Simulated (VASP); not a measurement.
# ZnSe (F-43m) in VASP: a series of runs

Runs on ZnSe. Level: LDA. Tasks: vibrations by perturbation theory, elastic constants.

Everything below comes from runs of VASP 6.6.1. Logs are shortened: lines on timing, memory, paths and dates and some standing lists are left out, and cuts for length are marked.

### Step 1. The cell of the first run

Symmetry: F-43m, No. 216, cubic system. The conventional cell has a = 5.668 Å, b = 5.668 Å, c = 5.668 Å, α = 90.00°, β = 90.00°, γ = 90.00°. Se (site symmetry -43m) has 4 Zn at 2.45 Å within 3.2 Å. Zn (site symmetry -43m) has 4 Se at 2.45 Å within 3.2 Å.

### Step 2. Vibrations by perturbation theory, LDA

INCAR

```
SYSTEM = ZnSe
PREC = Accurate ; ENCUT = 520
EDIFF = 1E-8 ; ISMEAR = 0
SIGMA = 0.01 ; LREAL = .False.
LASPH = .True. ; NELM = 100
ALGO = Normal ; ISIF = 2
LWAVE = .False. ; LCHARG = .True.
GGA = CA ; IBRION = 8
NSW = 1 ; LEPSILON = .True.
```

KPOINTS

```
regular mesh
0
Gamma
  6 6 6
  0 0 0
```

POSCAR

```
ZnSe
1.0
    0.0000000000      2.8338000000      2.8338000000
    2.8338000000      0.0000000000      2.8338000000
    2.8338000000      2.8338000000      0.0000000000
Se Zn
1 1
Direct
    0.7500000000      0.7500000000      0.7500000000
    0.0000000000      0.0000000000      0.0000000000
```

Potentials or basis: VASP PAW LDA potentials, release 64 (Se, Zn).

Launch:

```
$ cat potpaw_LDA.64/Se/POTCAR potpaw_LDA.64/Zn/POTCAR > POTCAR
$ mpirun -np 1 vasp_std > vasp.out
```

OUTCAR:

```text
SYSTEM = ZnSe
   PREC = Accurate
   ENCUT = 520
   EDIFF = 1E-8
   ISMEAR = 0
   LREAL = .False.
   LASPH = .True.
   NELM = 100
   ISIF = 2
   GGA = CA
   IBRION = 8
   NSW = 1
   LEPSILON = .True.

 ion  position               nearest neighbor table
   1  0.750  0.750  0.750-   2 2.45   2 2.45   2 2.45   2 2.45
   2  0.000  0.000  0.000-   1 2.45   1 2.45   1 2.45   1 2.45

  LATTYP: Found a face centered cubic cell.
 ALAT       =     5.6676000000

  Lattice vectors:

 A1 = (   0.0000000000,   2.8338000000,   2.8338000000)
 A2 = (   2.8338000000,   0.0000000000,   2.8338000000)
 A3 = (   2.8338000000,   2.8338000000,   0.0000000000)

Analysis of symmetry for initial positions (statically):
=====================================================================
 Subroutine PRICEL returns:
 Original cell was already a primitive cell.

 Routine SETGRP: Setting up the symmetry group for a
 face centered cubic supercell.

 Subroutine GETGRP returns: Found 24 space group operations
 (whereof 24 operations were pure point group operations)
 out of a pool of 48 trial point group operations.

The static configuration has the point symmetry T_d .

Analysis of symmetry for dynamics (positions and initial velocities):
=====================================================================
 Subroutine PRICEL returns:
 Original cell was already a primitive cell.

 Routine SETGRP: Setting up the symmetry group for a
 face centered cubic supercell.

 Subroutine GETGRP returns: Found 24 space group operations
 (whereof 24 operations were pure point group operations)
 out of a pool of 48 trial point group operations.

The dynamic configuration has the point symmetry T_d .

 Subroutine INISYM returns: Found 24 space group operations
 (whereof 24 operations are pure point group operations),
 and found     1 'primitive' translations

----------------------------------------------------------------------------------------

                                     Primitive cell

  volume of cell :      45.5132

  direct lattice vectors                    reciprocal lattice vectors
     0.000000000  2.833800000  2.833800000    -0.176441527  0.176441527  0.176441527
     2.833800000  0.000000000  2.833800000     0.176441527 -0.176441527  0.176441527
     2.833800000  2.833800000  0.000000000     0.176441527  0.176441527 -0.176441527

  length of vectors
     4.007598393  4.007598393  4.007598393     0.305605690  0.305605690  0.305605690

  position of ions in fractional coordinates (direct lattice)
     0.750000000  0.750000000  0.750000000
     0.000000000  0.000000000  0.000000000

  ion indices of the primitive-cell ions
   primitive index   ion index
                 1           1
                 2           2

----------------------------------------------------------------------------------------

 KPOINTS: regular mesh

Automatic generation of k-mesh.
 Grid dimensions read from file:
 generate k-points for:    6    6    6

 Generating k-lattice:

  Cartesian coordinates                     Fractional coordinates (reciprocal lattice)
[... 395 lines left out ...]
  ---------------------------------------------------
  ---------------------------------------------------
  free energy    TOTEN  =        -1.25953057 eV

  energy without entropy =       -1.25953057

------------------------ aborting loop because EDIFF is reached ----------------------------------------

--------------------------------------- Ionic step        2  -------------------------------------------

------------------------ aborting loop because EDIFF is reached ----------------------------------------

--------------------------------------- Ionic step        3  -------------------------------------------

------------------------ aborting loop because EDIFF is reached ----------------------------------------

 PIEZOELECTRIC TENSOR FIELD DIRECTION 3  (e Angst)
 -----------------------------------------------------------------------------
    -0.00079  2.24129  0.00000           (  0.00000 -0.04104  0.00000)
     2.24129 -0.00079  0.00000           ( -0.04104  0.00000  0.00000)
     0.00000  0.00000 -0.00003           (  0.00000  0.00000 -0.00000)

 PIEZOELECTRIC TENSOR FIELD DIRECTION 3  (C/m^2)
 -----------------------------------------------------------------------------
    -0.00028  0.78899  0.00000
     0.78899 -0.00028  0.00000
     0.00000  0.00000 -0.00001

--------------------------------------- Ionic step        4  -------------------------------------------

------------------------ aborting loop because EDIFF is reached ----------------------------------------

[... ionic steps 5 to 6 ...]

--------------------------------------- Ionic step        7  -------------------------------------------

 Free energy of the ion-electron system (eV)
  ---------------------------------------------------
  ---------------------------------------------------
  free energy    TOTEN  =        -0.21073812 eV

  energy without entropy =       -0.21073812

------------------------ aborting loop because EDIFF is reached ----------------------------------------

 INTERNAL STRAIN TENSOR  FOR ION    2  DIRECTION 1   (eV/Angst):
 -----------------------------------------------------------------------------
     0.00756  0.00000  0.00000
     0.00000 -0.00885 -4.34828
     0.00000 -4.34828 -0.00885

 MACROSCOPIC STATIC DIELECTRIC TENSOR (including local field effects in DFT)
 ------------------------------------------------------
          10.562269     0.000000    -0.000000
          -0.000000    10.562269    -0.000000
           0.000000    -0.000000    10.562269
 ------------------------------------------------------

 PIEZOELECTRIC TENSOR (including local field effects)  for field in x, y, z        (e  Angst)
          XX          YY          ZZ          XY          YZ          ZX
  --------------------------------------------------------------------------------
  x    -0.00000     0.00000    -0.00000     0.00000     2.26584     0.00000
  y    -0.00000    -0.00000    -0.00000    -0.00000    -0.00000     2.26584
  z     0.00000     0.00000     0.00000     2.26584     0.00000    -0.00000

 PIEZOELECTRIC TENSOR (including local field effects)  for field in x, y, z        (C/m^2)
          XX          YY          ZZ          XY          YZ          ZX
  --------------------------------------------------------------------------------
  x    -0.00000     0.00000    -0.00000     0.00000     0.79763     0.00000
  y    -0.00000    -0.00000    -0.00000    -0.00000    -0.00000     0.79763
  z     0.00000     0.00000     0.00000     0.79763     0.00000    -0.00000

 BORN EFFECTIVE CHARGES (including local field effects) (in |e|, cummulative output)
 ---------------------------------------------------------------------------------
 ion    1
    1    -2.22258     0.00000     0.00000
    2    -0.00000    -2.22258    -0.00000
    3     0.00000     0.00000    -2.22258
 ion    2
    1     2.22258     0.00000     0.00000
    2     0.00000     2.22258     0.00000
    3     0.00000     0.00000     2.22258

 INTERNAL STRAIN TENSOR FOR ION    2 for displacements in x,y,z  (eV/Angst):
          X           Y           Z          XY          YZ          ZX
  --------------------------------------------------------------------------------
  x     0.00000     0.00000     0.00000     0.00000    -4.34828     0.00000
  y     0.00000     0.00000     0.00000     0.00000     0.00000    -4.34828
  z     0.00000     0.00000     0.00000    -4.34828     0.00000     0.00000

 SECOND DERIVATIVES (NOT SYMMETRIZED)
 ------------------------------------
               1X          1Y          1Z          2X          2Y          2Z
  1X    -5.288137    0.000000    0.000000    5.288137    0.000000    0.000000
  1Y     0.000000   -5.288137    0.000000    0.000000    5.288137    0.000000
  1Z     0.000000    0.000000   -5.288137    0.000000    0.000000    5.288137
  2X     5.364902    0.000000    0.000000   -5.364902    0.000000    0.000000
  2Y     0.000000    5.364902    0.000000    0.000000   -5.364902    0.000000
  2Z     0.000000    0.000000    5.364902    0.000000    0.000000   -5.364902

 Eigenvectors and eigenvalues of the dynamical matrix
 ----------------------------------------------------

   1 f  =    6.034919 THz    37.918517 2PiTHz  201.303243 cm-1    24.958410 meV
             X         Y         Z           dx          dy          dz
      4.250700  4.250700  4.250700     0.000000    0.670395    0.000000
      0.000000  0.000000  0.000000     0.000000   -0.742005    0.000000
[... 21 lines left out ...]
   6 f/i=    0.021632 THz     0.135920 2PiTHz    0.721577 cm-1     0.089464 meV
             X         Y         Z           dx          dy          dz
      4.250700  4.250700  4.250700     0.000000    0.000000    0.742005
      0.000000  0.000000  0.000000     0.000000    0.000000    0.670395

--------------------------------------------------------------------------------------------------------

 MACROSCOPIC STATIC DIELECTRIC TENSOR IONIC CONTRIBUTION
 ------------------------------------------------------
           3.687139    -0.000000     0.000000
          -0.000000     3.687139     0.000000
           0.000000     0.000000     3.687139
 ------------------------------------------------------

 ELASTIC MODULI CONTR FROM IONIC RELAXATION (kBar)
 Direction    XX          YY          ZZ          XY          YZ          ZX
 --------------------------------------------------------------------------------
 XX          -0.0000      0.0000      0.0000      0.0000     -0.0000      0.0000
 YY           0.0000     -0.0000     -0.0000      0.0000      0.0000     -0.0000
 ZZ           0.0000     -0.0000     -0.0000     -0.0000      0.0000      0.0000
 XY           0.0000      0.0000     -0.0000   -124.4716     -0.0000     -0.0000
 YZ          -0.0000      0.0000      0.0000     -0.0000   -124.4716      0.0000
 ZX           0.0000     -0.0000      0.0000     -0.0000      0.0000   -124.4716
 --------------------------------------------------------------------------------

 PIEZOELECTRIC TENSOR IONIC CONTR  for field in x, y, z        (C/m^2)
          XX          YY          ZZ          XY          YZ          ZX
  --------------------------------------------------------------------------------
  x    -0.00000     0.00000     0.00000    -0.00000    -0.63746     0.00000
  y     0.00000    -0.00000     0.00000    -0.00000     0.00000    -0.63746
  z     0.00000     0.00000    -0.00000    -0.63746    -0.00000    -0.00000
```

It took 6.3 min on 1 thread of Intel Xeon 8259CL, shared host; peak memory 0.22 GiB.

Results:

* Electronic dielectric tensor (diagonal): 10.56
* Born charges (mean of the diagonal): Se -2.22; Zn +2.22 e
* Highest phonon frequency at Γ, LO-TO splitting left out: 201 cm⁻¹

Phonon frequencies in cm⁻¹ (negative: imaginary):
| q point | frequencies |
| --- | --- |
| (0.000, 0.000, 0.000) | -1 -1 -1 201 201 201 |

Electronic dielectric tensor:
```
10.56  0.00  0.00
 0.00 10.56  0.00
 0.00  0.00 10.56
```

Born effective charge tensors (e):
atom 1, Se
```
-2.22  0.00  0.00
 0.00 -2.22  0.00
 0.00  0.00 -2.22
```
atom 2, Zn
```
2.22 0.00 0.00
0.00 2.22 0.00
0.00 0.00 2.22
```

Caveat: the cell stands under pressure or tension, which shifts response properties.

### Step 3. Elastic constants, LDA

INCAR

```
  PREC = Accurate
  ENCUT = 600
  EDIFF = 1E-8
  ISMEAR = 0
  SIGMA = 0.01
  LREAL = False
  LASPH = True
  NELM = 60
  ALGO = Normal
  ISIF = 3
  LWAVE = False
  LCHARG = False
  IBRION = 6
  NFREE = 2
  POTIM = 0.015
  NSW = 1
```

KPOINTS

```
regular mesh
0
Gamma
  6 6 6
```

POSCAR is that of step 2.

Potentials or basis: VASP PAW LDA potentials, release 64 (Se, Zn).

Launch:

```
$ cat potpaw_LDA.64/Se/POTCAR potpaw_LDA.64/Zn/POTCAR > POTCAR
$ mpirun -np 1 vasp_std > vasp.out
```

Run time: 7.1 min. Hardware: 1 thread of Intel Xeon 8259CL, shared host; peak memory 0.23 GiB.

Results (log left out):

```
Elastic constants C11, C12, C44                         : 87, 47, 41 GPa
Voigt bulk modulus                                      : 60 GPa
Highest phonon frequency at Γ, LO-TO splitting left out : 200 cm⁻¹
```

Phonon frequencies in cm⁻¹ (negative: imaginary):
| q point | frequencies |
| --- | --- |
| (0.000, 0.000, 0.000) | 0 0 0 200 200 200 |

Elastic tensor in Voigt notation (GPa, in the Cartesian axes of the cell as first typed):
```
87 47 47  0  0  0
47 87 47  0  0  0
47 47 87  0  0  0
 0  0  0 41  0  0
 0  0  0  0 41  0
 0  0  0  0  0 41
```

Clamped-ion elastic tensor (GPa):
```
87 47 47  0  0  0
47 87 47  0  0  0
47 47 87  0  0  0
 0  0  0 55  0  0
 0  0  0  0 55  0
 0  0  0  0  0 55
```

Caveat: the cell is under stress, which shifts elastic constants.
